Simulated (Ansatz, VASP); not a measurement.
**InSb in VASP and in Ansatz**

Contents of INCAR:

```
SYSTEM = InSb
PREC = Accurate ; ENCUT = 520
EDIFF = 1E-7 ; ISMEAR = 0
SIGMA = 0.15 ; LREAL = .False.
LASPH = .True. ; NELM = 80
ALGO = Normal ; ISIF = 2
LWAVE = .False. ; LCHARG = .False.
GGA = PE ; NBANDS = 16
```

Contents of KPOINTS:

```
regular mesh
0
Gamma
  18 18 10
  0 0 0
```

POSCAR

```
InSb
1.0
    3.2479248002      0.0000000000      0.0000000000
    0.0000000000      3.2479248002      0.0000000000
    0.0000000000      0.0000000000      5.5772475975
In Sb
1 1
Direct
    0.0000000000      0.0000000000      0.0000000000
    0.0000000000      0.0000000000      0.5000000000
```

Input for Ansatz:

```yaml
crystal:
  lattice:
    - [3.2479248002, 0.0, 0.0]
    - [0.0, 3.2479248002, 0.0]
    - [0.0, 0.0, 5.5772475975]
  atoms:
    - { symbol: In, position: [0.0, 0.0, 0.0] }
    - { symbol: Sb, position: [0.0, 0.0, 0.5] }
basis:
  ecutwfc: 420
kpoints:
  mp_grid: { grid: [18, 18, 10] }
hamiltonian:
  xc: pbe
scf:
  occupations: { method: gaussian, width: 0.15 }
output:
  forces: true
  stress: true
  eigenvalues: true
```

Alike in both runs: task single point; functional PBE; k mesh 18 × 18 × 10; occupations gaussian, width 0.15 eV; no spin polarisation.

|  | VASP | Ansatz |
| --- | --- | --- |
| version | VASP 6.6.1 | Ansatz 0.2.0 |
| potentials or method | VASP PAW PBE potentials, release 64 (In_d, Sb), cutoff 520 eV | scalar-relativistic, plane waves, PAW |
| valence electrons in the cell | 18 | 28 |

Ansatz gave:

- gap on the k mesh at the Fermi level (eV): none
- pressure (GPa): 3.0
- traceless stress, the component that is largest in VASP (GPa): 11.76

Q: Estimate VASP's values.

A: gap on the k mesh at the Fermi level (eV): none; pressure (GPa): 2.9; traceless stress, the component that is largest in VASP (GPa): 11.73.

A gap of «none» marks a metal or a gap that the smearing closes. The functional is the same, so the differences come from potentials, cutoffs and numerics. VASP's potentials hold 18 valence electrons a cell and Ansatz's 28, so a difference there can come from the potentials and not from the codes.

Neither program's run includes spin-orbit coupling.
